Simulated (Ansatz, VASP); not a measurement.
**Al2Cu: VASP beside Ansatz**

The input INCAR:

```
PREC     = Accurate       # precision mode
ENCUT    = 520            # plane-wave cutoff, eV
EDIFF    = 1E-6           # SCF threshold, eV
ISMEAR   = 0              # smearing method
SIGMA    = 0.15           # smearing width, eV
LREAL    = False          # projectors in reciprocal space
LASPH    = True           # aspherical terms in the spheres
NELM     = 60             # most SCF steps
ALGO     = Fast           # electronic algorithm
ISIF     = 2              # what is computed and relaxed
LWAVE    = False          # write WAVECAR
LCHARG   = True           # write CHGCAR
GGA      = PE             # functional
LELF     = True           # ELF
LVHAR    = True         
NBANDS   = 26             # bands
```

Contents of KPOINTS:

```
Automatic mesh
0
Gamma
  10 10 10
```

POSCAR

```
Al2Cu
1.0
   -3.1472000000      3.1472000000      2.4412820339
    3.1472000000     -3.1472000000      2.4412820339
    3.1472000000      3.1472000000     -2.4412820339
Al Cu
4 2
Direct
    0.1587211657      0.6587211657      0.8174423314
    0.6587211657      0.8412788343      0.5000000000
    0.8412788343      0.3412788343      0.1825576686
    0.3412788343      0.1587211657      0.5000000000
    0.7500000000      0.7500000000      0.0000000000
    0.2500000000      0.2500000000      0.0000000000
```

Input for Ansatz:

```yaml
crystal:
  lattice:
    - [-3.1472, 3.1472, 2.4412820339]
    - [3.1472, -3.1472, 2.4412820339]
    - [3.1472, 3.1472, -2.4412820339]
  atoms:
    - { symbol: Al, position: [0.1587211657, 0.6587211657, 0.8174423314] }
    - { symbol: Al, position: [0.6587211657, 0.8412788343, 0.5] }
    - { symbol: Al, position: [0.8412788343, 0.3412788343, 0.1825576686] }
    - { symbol: Al, position: [0.3412788343, 0.1587211657, 0.5] }
    - { symbol: Cu, position: [0.75, 0.75, 0.0] }
    - { symbol: Cu, position: [0.25, 0.25, 0.0] }
basis:
  ecutwfc: 520.0
kpoints:
  mp_grid: { grid: [10, 10, 10] }
hamiltonian:
  xc: pbe
  pseudopotentials: { kind: paw, azcp: { folder: soft_1 } }
scf:
  occupations: { method: gaussian, width: 0.15 }
output:
  forces: true
  stress: true
  eigenvalues: true
  write_density: true
  write_potential: true
  elf: true
  volumetric_format: npy
```

Alike in both runs: task single point; functional PBE; k mesh 10 × 10 × 10; occupations gaussian, width 0.15 eV; no spin polarisation.

```csv
,VASP,Ansatz
version,VASP 6.6.1,Ansatz 0.2.0
potentials or method,"VASP PAW PBE potentials, release 64 (Al, Cu), cutoff 520 eV","scalar-relativistic, plane waves, PAW"
valence electrons in the cell,34,50
```

Ansatz gave:

```
gap on the k mesh at the Fermi level (eV)                     : none
pressure (GPa)                                                : -6.5
traceless stress, the component that is largest in VASP (GPa) : 2.92
rms of the force components (eV/Å)                            : 0.022
```

Q: What did VASP give for the same quantities?

A: gap on the k mesh at the Fermi level (eV): none; pressure (GPa): -6.6; traceless stress, the component that is largest in VASP (GPa): 2.94; rms of the force components (eV/Å): 0.024.

Atom by atom the forces differ by 0.002 eV/Å (rms over components). A gap of «none» marks a metal or a gap that the smearing closes. The functional is the same, so the differences come from potentials, cutoffs and numerics. VASP's potentials hold 34 valence electrons a cell and Ansatz's 50, so a difference there can come from the potentials and not from the codes.
